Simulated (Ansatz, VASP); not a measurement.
# One calculation of SiGe, two programs

```
Si Ge
1.0
     3.91559    0.00000    0.00000
    -1.95779    3.39100    0.00000
     0.00000    0.00000   32.40880
Si Ge
2 2
Direct
  0.66667 0.33333 0.23129
  0.00000 0.00000 0.33286
  0.33333 0.66667 0.25353
  0.33333 0.66667 0.35484
```

Alike in both runs: functional PBE; dispersion D3(BJ); k mesh 12 × 12 × 1; occupations gaussian, width 0.01 eV; no spin polarisation.

Ansatz relaxed the structure, and its values are those at the end. VASP's run is a single point on that final structure, the one shown.

```csv
,VASP,Ansatz
version,VASP 6.6.1,Ansatz 0.2.0
potentials or method,"VASP PAW PBE potentials, release 64 (Si, Ge_d), cutoff 520 eV","scalar-relativistic, plane waves, PAW"
valence electrons in the cell,36,36
```

```csv
,VASP,Ansatz,Ansatz less VASP
gap on the k mesh at the Fermi level (eV),0.03,0.03,+0.001
least direct gap on the mesh (eV),0.22,0.22,0.000
rms of the force components (eV/Å),0.005,0.001,-0.0041
```

Ansatz's warnings: xc potential rough in thin density.
